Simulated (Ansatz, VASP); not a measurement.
**One calculation of MgO, two programs**

The input INCAR:

```
PREC     = Accurate       # precision mode
ENCUT    = 750            # plane-wave cutoff, eV
EDIFF    = 1E-6           # SCF threshold, eV
ISMEAR   = 0              # smearing method
SIGMA    = 0.01           # smearing width, eV
LREAL    = F              # projectors in reciprocal space
LASPH    = T              # aspherical terms in the spheres
NELM     = 120            # most SCF steps
ALGO     = Normal         # electronic algorithm
ISIF     = 2              # what is computed and relaxed
LWAVE    = F              # write WAVECAR
LCHARG   = T              # write CHGCAR
GGA      = CA             # functional
LELF     = T              # ELF
LVHAR    = T            
NBANDS   = 24             # bands
GGA_COMPAT= F
```

Contents of KPOINTS:

```
regular mesh
0
Gamma
  6 6 4
```

Contents of POSCAR:

```
MgO
1.0
    3.3077900000      0.0000000000      0.0000000000
   -1.6538900000      2.8646300000      0.0000000000
    0.0000000000      0.0000000000      4.9828800000
Mg O
2 2
Direct
    0.3333333333      0.6666666667      0.0021600000
    0.6666666667      0.3333333333      0.5021600000
    0.3333333333      0.6666666667      0.4024400000
    0.6666666667      0.3333333333      0.9024400000
```

Input for Ansatz:

```yaml
crystal:
  lattice:
    - [3.30779, 0.0, 0.0]
    - [-1.65389, 2.86463, 0.0]
    - [0.0, 0.0, 4.98288]
  atoms:
    - { symbol: Mg, position: [0.3333333333333333, 0.6666666666666666, 0.00216] }
    - { symbol: Mg, position: [0.6666666666666666, 0.3333333333333333, 0.50216] }
    - { symbol: O, position: [0.3333333333333333, 0.6666666666666666, 0.40244] }
    - { symbol: O, position: [0.6666666666666666, 0.3333333333333333, 0.90244] }
kpoints:
  mp_grid:
    grid: [6, 6, 4]
    shift: [0.0, 0.0, 0.0]
hamiltonian:
  xc: lda
scf:
  occupations:
    method: fixed
output:
  stress: true
  eigenvalues: true
```

Alike in both runs: task single point; functional LDA; k mesh 6 × 6 × 4; no spin polarisation.

|  | VASP | Ansatz |
| --- | --- | --- |
| version | VASP 6.6.1 | Ansatz 0.2.0 |
| potentials or method | VASP PAW LDA potentials, release 64 (Mg_sv, O) | plane waves, PAW |
| plane-wave cutoff (eV) | 750 | 420 |
| occupations | gaussian, width 0.01 eV | fixed |
| valence electrons in the cell | 32 | 32 |

VASP gave:

- gap on the k mesh at the Fermi level (eV): 3.37
- pressure (GPa): -4.3
- traceless stress, the component that is largest in VASP (GPa): 0.22

Task: Estimate Ansatz's values.

Result: gap on the k mesh at the Fermi level (eV): 3.36; pressure (GPa): -4.3; traceless stress, the component that is largest in VASP (GPa): 0.32.

LDA's correlation is that of Perdew and Zunger in VASP and of Perdew and Wang (1992) in Ansatz.
